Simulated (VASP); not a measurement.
## ScSi2: electric field gradients with r2SCAN

Crystal: ScSi2.

```xyz
3
Lattice="4.0387 0.0000 0.0000 -2.0194 3.4977 0.0000 0.0000 0.0000 3.5961" Properties=species:S:1:pos:R:3 pbc="T T T"
Sc    0.0000    0.0000    0.0000
Si    0.0000    2.3318    1.7981
Si    2.0194    1.1659    1.7981
```

* Program: VASP 6.6.1
* Task: electric field gradients
* Functional: r2SCAN
* Potentials or basis: VASP PAW PBE potentials, release 64 (Sc_sv, Si)
* Cutoff: 520 eV
* k mesh: 12 × 12 × 11
* Occupations: fermi-dirac, width 0.05 eV
* Spin: no spin polarisation
* Dipole correction: no
* Further INCAR settings: ALGO = Normal; EDIFF = 1e-08; NBANDS = 16

```yaml
Pressure: -0.9 GPa
```

Stress tensor (GPa, compression positive):
```
-1.93  0.00  0.00
 0.00 -1.93  0.00
 0.00  0.00  1.09
```

Levels at points of the mesh, in eV from the Fermi level:
```tsv
k point	band 7	band 8	band 9	band 10	band 11	band 12
(0.00, 0.00, 0.00)	-3.92	-1.73	-1.26	-1.11	0.57	0.57
(0.50, 0.00, 0.00)	-4.66	-2.91	-1.69	1.32	1.75	1.82
```

Electric field gradients, principal values (V/Å²):
```csv
atom,least,middle,greatest (by size)
1 Sc,10.071,10.072,-20.144
2 Si,3.619,3.619,-7.238
3 Si,3.619,3.619,-7.238
```

Run time: 3.6 min on 1 thread of Intel(R) Xeon(R) 6975P-C (Granite Rapids), with other jobs on the host, peak memory 0.22 GiB.

Caveat: without QUAD_EFG the Cq values of the log hold for a quadrupole moment of 1 mb, not for the nuclei; the PAW data sets were made with another functional, which shifts forces and pressure a little.
